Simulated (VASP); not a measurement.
# AlSi16 (a cell with a defect) in VASP: single point with r2SCAN

Aim: the single point of AlSi16 (a cell with a defect) with r2SCAN.

All numbers are computed with VASP 6.6.1; they aren't measurements. Logs are shortened: lines on timing, memory, paths and dates and some standing lists are left out, and cuts for length are marked.

## (1) The cell of the first run

The cell holds a defect, 17 atoms: a = 7.679 Å, b = 7.679 Å, c = 7.679 Å, α = 60.00°, β = 60.00°, γ = 60.00°.

## (2) Single point, r2SCAN, collinear spin

POSCAR reads:

```
AlSi16
1.0
    0.0000000000      5.4300000000      5.4300000000
    5.4300000000      0.0000000000      5.4300000000
    5.4300000000      5.4300000000      0.0000000000
Si Al
16 1
Direct
   -0.0002427188      0.0006723708     -0.0001118645
    0.1234243965      0.1243766371      0.1235764821
    0.0008236841      0.0019341478      0.4987384306
    0.1234440708      0.1243714088      0.6288362165
    0.0008989159      0.4995346750      0.0010288514
    0.1234536273      0.6295905060      0.1235922096
    0.0008802829      0.4995335611      0.4987758577
    0.1373347741      0.6215165043      0.6206956017
    0.4986053144      0.0019329915      0.0009494168
    0.6287039571      0.1243756487      0.1235840354
    0.4985910671      0.0019272320      0.4987325864
    0.6204046179      0.1387503433      0.6205093852
    0.4986308893      0.4995325955      0.0010181797
    0.6205510153      0.6214784823      0.1375105611
    0.4996309615      0.5010262165      0.4998051974
    0.6205381337      0.6215308091      0.6206894251
    0.7496188908      0.7510618101      0.7498119379
```

INCAR.step1 reads:

```
  PREC = Accurate
  ENCUT = 520
  ISMEAR = 0
  SIGMA = 0.05
  LREAL = Auto
  LASPH = True
  NELM = 150
  ISPIN = 2
  MAGMOM = 0 0 0 0 0 0 0 0 0 0 0 0 0 0 0 0 1
  NBANDS = 52
  GGA = PE
  ALGO = Normal
  EDIFF = 1E-4
  LWAVE = True
  LCHARG = False
```

INCAR.step2 reads:

```
  PREC = Accurate
  ENCUT = 520
  EDIFF = 1E-7
  ISMEAR = 0
  SIGMA = 0.05
  LREAL = Auto
  LASPH = True
  NELM = 150
  ALGO = Normal
  ISIF = 2
  LWAVE = False
  LCHARG = True
  ISPIN = 2
  MAGMOM = 0 0 0 0 0 0 0 0 0 0 0 0 0 0 0 0 1
  LORBIT = 11
  METAGGA = R2SCAN
  LMIXTAU = True
  LELF = True
  LVHAR = True
  NBANDS = 52
  ISTART = 1
```

KPOINTS reads:

```
regular mesh
0
Gamma
  2 2 2
```

Potentials or basis: VASP PAW PBE potentials, release 64 (Si, Al).

On the command line:

```bash
$ cat potpaw_PBE.64/Si/POTCAR potpaw_PBE.64/Al/POTCAR > POTCAR
$ cp INCAR.step1 INCAR
$ mpirun -np 1 vasp_std > vasp.out
$ cp INCAR.step2 INCAR
$ mpirun -np 1 vasp_std > vasp.out
```

OUTCAR:

```text
PREC = Accurate
   ENCUT = 520
   EDIFF = 1E-7
   ISMEAR = 0
   LREAL = Auto
   LASPH = True
   NELM = 150
   ISIF = 2
   ISPIN = 2
   LORBIT = 11
   METAGGA = R2SCAN
   ISTART = 1

 ion  position               nearest neighbor table
   1  1.000  0.001  1.000-   4 2.33  10 2.33   2 2.33   6 2.33
   2  0.123  0.124  0.124-   1 2.33   5 2.35   3 2.35   9 2.35
   3  0.001  0.002  0.499-   4 2.35   2 2.35   8 2.39  12 2.39  17 2.73
   4  0.123  0.124  0.629-   1 2.33  11 2.35   3 2.35   7 2.35
   5  0.001  0.500  0.001-   2 2.35   6 2.35   8 2.39  14 2.39  17 2.73
   6  0.123  0.630  0.124-   1 2.33   5 2.35  13 2.35   7 2.35
   7  0.001  0.500  0.499-   4 2.35   6 2.35  16 2.39   8 2.39  17 2.73
   8  0.137  0.622  0.621-  15 2.27   5 2.39   7 2.39   3 2.39  17 2.43
   9  0.499  0.002  0.001-  10 2.35   2 2.35  12 2.39  14 2.39  17 2.73
  10  0.629  0.124  0.124-   1 2.33  11 2.35  13 2.35   9 2.35
  11  0.499  0.002  0.499-   4 2.35  10 2.35  16 2.39  12 2.39  17 2.73
  12  0.620  0.139  0.621-  15 2.27  11 2.39   3 2.39   9 2.39  17 2.43
  13  0.499  0.500  0.001-  10 2.35   6 2.35  16 2.39  14 2.39  17 2.73
  14  0.621  0.621  0.138-  15 2.27   5 2.39  13 2.39   9 2.39  17 2.43
  15  0.500  0.501  0.500-  12 2.27  14 2.27  16 2.27   8 2.27
  16  0.621  0.622  0.621-  15 2.27  13 2.39   7 2.39  11 2.39  17 2.43
  17  0.750  0.751  0.750-  12 2.43  14 2.43   8 2.43  16 2.43   9 2.73   3 2.73  11 2.73   5 2.73
                            13 2.73   7 2.73

  LATTYP: Found a face centered cubic cell.
 ALAT       =    10.8600000000

  Lattice vectors:

 A1 = (   0.0000000000,   5.4300000000,   5.4300000000)
 A2 = (   5.4300000000,   0.0000000000,   5.4300000000)
 A3 = (   5.4300000000,   5.4300000000,   0.0000000000)

Analysis of symmetry for initial positions (statically):
=====================================================================
 Subroutine PRICEL returns:
 Original cell was already a primitive cell.

 Routine SETGRP: Setting up the symmetry group for a
 face centered cubic supercell.

 Subroutine GETGRP returns: Found  1 space group operations
 (whereof  1 operations were pure point group operations)
 out of a pool of 48 trial point group operations.

The static configuration has the point symmetry C_1 .

Analysis of symmetry for dynamics (positions and initial velocities):
=====================================================================
 Subroutine PRICEL returns:
 Original cell was already a primitive cell.

 Routine SETGRP: Setting up the symmetry group for a
 face centered cubic supercell.

 Subroutine GETGRP returns: Found  1 space group operations
 (whereof  1 operations were pure point group operations)
 out of a pool of 48 trial point group operations.

The dynamic configuration has the point symmetry C_1 .

Analysis of structural, dynamic, and magnetic symmetry:
=====================================================================
 Subroutine PRICEL returns:
 Original cell was already a primitive cell.

 Routine SETGRP: Setting up the symmetry group for a
 face centered cubic supercell.

 Subroutine GETGRP returns: Found  1 space group operations
 (whereof  1 operations were pure point group operations)
 out of a pool of 48 trial point group operations.

The overall configuration has the point symmetry C_1 .

 Subroutine INISYM returns: Found  1 space group operations
 (whereof  1 operations are pure point group operations),
 and found     1 'primitive' translations

----------------------------------------------------------------------------------------

                                     Primitive cell

  volume of cell :     320.2060

  direct lattice vectors                    reciprocal lattice vectors
     0.000000000  5.430000000  5.430000000    -0.092081031  0.092081031  0.092081031
     5.430000000  0.000000000  5.430000000     0.092081031 -0.092081031  0.092081031
     5.430000000  5.430000000  0.000000000     0.092081031  0.092081031 -0.092081031

  length of vectors
     7.679179644  7.679179644  7.679179644     0.159489025  0.159489025  0.159489025

  position of ions in fractional coordinates (direct lattice)
     0.999757281  0.000672371  0.999888136
[... 76 lines left out ...]
   dimension x,y,z NGX =    60 NGY =   60 NGZ =   60
   dimension x,y,z NGXF=   120 NGYF=  120 NGZF=  120
   ions per type =              16   1
   NGX,Y,Z   is equivalent  to a cutoff of  12.99, 12.99, 12.99 a.u.
   NGXF,Y,Z  is equivalent  to a cutoff of  25.98, 25.98, 25.98 a.u.
 SYSTEM =  unknown system
   PREC   = accura    normal or accurate (medium, high low for compatibility)
   ISTART =      1    job   : 0-new  1-cont  2-samecut
   ICHARG =      0    charge: 1-file 2-atom 10-const
   ISPIN  =      2    spin polarized calculation?
   LNONCOLLINEAR =      F non collinear calculations
   LSORBIT =      F    spin-orbit coupling
   LASPH  =      T    aspherical Exc in radial PAW
   ENCUT  =  520.0 eV  38.22 Ry    6.18 a.u.  14.28 14.28 14.28*2*pi/ulx,y,z
   NELM   =    150;   NELMIN=  2; NELMDL=  0     # of ELM steps
   EDIFF  = 0.1E-06   stopping-criterion for ELM
   LREAL  =      T    real-space projection
   EDIFFG = 0.1E-05   stopping-criterion for IOM
   NSW    =      0    number of steps for IOM
   IBRION =     -1    ionic relax: 0-MD 1-quasi-New 2-CG
   NFREE  =      0    steps in history (QN), initial steepest desc. (CG)
   ISIF   =      2    stress and relaxation
   ISYM   =      2    0-nonsym 1-usesym 2-fastsym
   POTIM  = 0.5000    time-step for ionic-motion
   TEBEG  =    0.0;   TEEND  =   0.0 temperature during run
   PSTRESS=    0.0 pullay stress
   NELECT =      67.0000    total number of electrons
   NUPDOWN=      -1.0000    fix difference up-down
   EMIN   =  10.00;   EMAX   =-10.00  energy-range for DOS
   EFERMI =   0.00;   METHOD = LEGACY
   ISMEAR =     0;   SIGMA  =   0.05  broadening in eV -4-tet -1-fermi 0-gaus
   EFERMI_NEDOS =   21; number of points for ismear=-14 and -15
   IALGO  =     38    algorithm
   IMIX   =      4    mixing-type and parameters
     AMIX     =   0.40;   BMIX     =  1.00
     AMIX_MAG =   1.60;   BMIX_MAG =  1.00
  volume/ion in A,a.u.               =      18.84       127.11
  Fermi-wavevector in a.u.,A,eV,Ry     =   0.971904  1.836632 12.852022  0.944597
  Thomas-Fermi vector in A             =   2.102159
   LORBIT       =     11    0 simple, 1 ext, 2 COOP (PROOUT), +10 PAW based schemes
   METAGGA = R2SCAN    functional components
   LHFCALC =     F    Hartree Fock is set to
   AEXX    =    0.0000 exact exchange contribution
   IVDW    =     0    specifies the selected vdW correction
   LEPSILON=     F    determine dielectric tensor
   LRPA    =     F    only Hartree local field effects (RPA)
 spin polarized calculation
 Gauss-broadening in eV      SIGMA  =   0.05
  energy-cutoff  :      520.00
  volume of cell :      320.21
 maximum number of plane-waves:      8646
 NGX is ok and might be reduce to    60
   NGX = 29   NGY = 29   NGZ = 29

 number of electron      67.0000001 magnetization       0.0030095

 Free energy of the ion-electron system (eV)
  ---------------------------------------------------
  ext. energy  EPLUGINS =         0.00000000
  ---------------------------------------------------
  free energy    TOTEN  =      -143.06425320 eV

  energy without entropy =     -143.05720101  energy(sigma->0) =     -143.06072711

 E-fermi :   7.0276     XC(G=0): -10.1205

 val. band max:        7.0274281451   @ k =   0.0000   0.0000   0.0000
 cond. band min:       7.0278004627   @ k =   0.0000   0.0000   0.0000
 fundamental gap:      0.0003723176
 Fermi energy:         7.0276132549

 spin component 1

 k-point     1 :       0.0000    0.0000    0.0000
  band No.  band energies     occupation
      1      -6.7021      1.00000
      2      -4.1042      1.00000
      3      -4.1037      1.00000
      4      -4.1035      1.00000
      5      -4.1030      1.00000
      6      -2.9048      1.00000
[... 373 lines left out ...]
     44      10.6058      0.00000
     45      10.6823      0.00000
 Fermi energy:         7.0276132549

 spin component 2

 k-point     1 :       0.0000    0.0000    0.0000
  band No.  band energies     occupation
      1      -6.7018      1.00000
      2      -4.1040      1.00000
      3      -4.1035      1.00000
      4      -4.1033      1.00000
      5      -4.1028      1.00000
      6      -2.9047      1.00000
[... 373 lines left out ...]
     44      10.6062      0.00000
     45      10.6827      0.00000
 [bands above 45 left out]

------------------------ aborting loop because EDIFF is reached ----------------------------------------

  FORCE on cell =-STRESS in cart. coord.  units (eV):
  Direction    XX          YY          ZZ          XY          YZ          ZX
  --------------------------------------------------------------------------------------
  -------------------------------------------------------------------------------------
  Total        7.7867785      7.7871499      7.7861705     -0.0022503     -0.0051186      0.0006150
  in kB       38.9617916     38.9636498     38.9587495     -0.0112595     -0.0256112      0.0030772
  external PRESSURE =      38.9613969 kB  Pullay stress =       0.0000000 kB

 VOLUME and BASIS-vectors are now :
 -----------------------------------------------------------------------------
  energy-cutoff  :      520.00
  volume of cell :      320.21
      direct lattice vectors                 reciprocal lattice vectors
     0.000000000  5.430000000  5.430000000    -0.092081031  0.092081031  0.092081031
     5.430000000  0.000000000  5.430000000     0.092081031 -0.092081031  0.092081031
     5.430000000  5.430000000  0.000000000     0.092081031  0.092081031 -0.092081031

 POSITION                                       TOTAL-FORCE (eV/Angst)
 -----------------------------------------------------------------------------------
      5.43304     10.85807      5.43233        -0.002118      0.002833     -0.002175
      1.34639      1.34121      1.34556         0.006347      0.004869      0.007650
      2.71865      2.71262      0.01498        -0.001412      0.001029      0.010112
      4.08992      4.08488      1.34564        -0.004115     -0.006937      0.006007
      2.71806      0.01047      2.71735         0.000931      0.011420      0.000172
      4.08978      1.34146      4.08903        -0.006589      0.005522     -0.005950
[... 9 lines left out ...]
      6.74526      6.73987      6.74443         0.003934      0.002228      0.004563
      8.14974      8.14191      8.14870         0.000397     -0.000528      0.000137
 -----------------------------------------------------------------------------------
    total drift:                               -0.000126     -0.001291     -0.002813

  FREE ENERGIE OF THE ION-ELECTRON SYSTEM (eV)
  ---------------------------------------------------
  free  energy   TOTEN  =      -143.0642532016 eV

  energy  without entropy=     -143.0572010110  energy(sigma->0) =     -143.06072711

 total charge

# of ion       s       p       d       tot
------------------------------------------
    1        0.732   0.992   0.000   1.724
    2        0.742   0.970   0.000   1.712
    3        0.738   0.950   0.000   1.688
    4        0.742   0.970   0.000   1.712
    5        0.738   0.950   0.000   1.688
    6        0.742   0.970   0.000   1.712
[... 9 lines left out ...]
   16        0.752   0.971   0.000   1.723
   17        0.508   0.351   0.000   0.859
--------------------------------------------------
tot         12.400  15.818   0.000  28.218

 magnetization (x)

# of ion       s       p       d       tot
------------------------------------------
    1       -0.000  -0.000   0.000  -0.000
    2       -0.000   0.000   0.000   0.000
    3        0.000  -0.000   0.000   0.000
    4       -0.000   0.000   0.000   0.000
    5        0.000  -0.000   0.000   0.000
    6       -0.000   0.000   0.000   0.000
[... 9 lines left out ...]
   16        0.000   0.000   0.000   0.000
   17       -0.000  -0.000   0.000  -0.000
--------------------------------------------------
tot          0.000   0.000   0.000   0.000
```

Wall time 12 min (1 thread of Intel Xeon 6975P-C (Granite Rapids), shared host); peak memory 0.8 GiB.

What came out:

```
Free energy                                           : -143.0643 eV
Pressure                                              : 3.9 GPa
Largest force                                         : 0.011 eV/Å
Net moment                                            : 0.00 μB per cell
Valence electrons inside the program's atomic spheres : Si 1.72, 1.71, 1.69, 1.77 (each value once); Al 0.86
```

Forces in eV/Å, atoms in the order of the input:
```
Si  -0.002  0.003 -0.002
Si   0.006  0.005  0.008
Si  -0.001  0.001  0.010
Si  -0.004 -0.007  0.006
Si   0.001  0.011  0.000
Si  -0.007  0.006 -0.006
Si  -0.010 -0.001  0.002
Si   0.004 -0.005 -0.002
Si   0.011  0.002 -0.002
Si   0.006 -0.008 -0.005
Si  -0.001 -0.010 -0.001
Si  -0.005  0.005 -0.005
Si   0.002  0.000 -0.011
Si  -0.002 -0.005  0.005
Si  -0.001  0.001 -0.001
Si   0.004  0.002  0.005
Al   0.000 -0.001  0.000
```

Caveat: the k points lie up to 0.50 Å⁻¹ apart; the PAW data sets were made with another functional, which shifts forces and pressure a little.
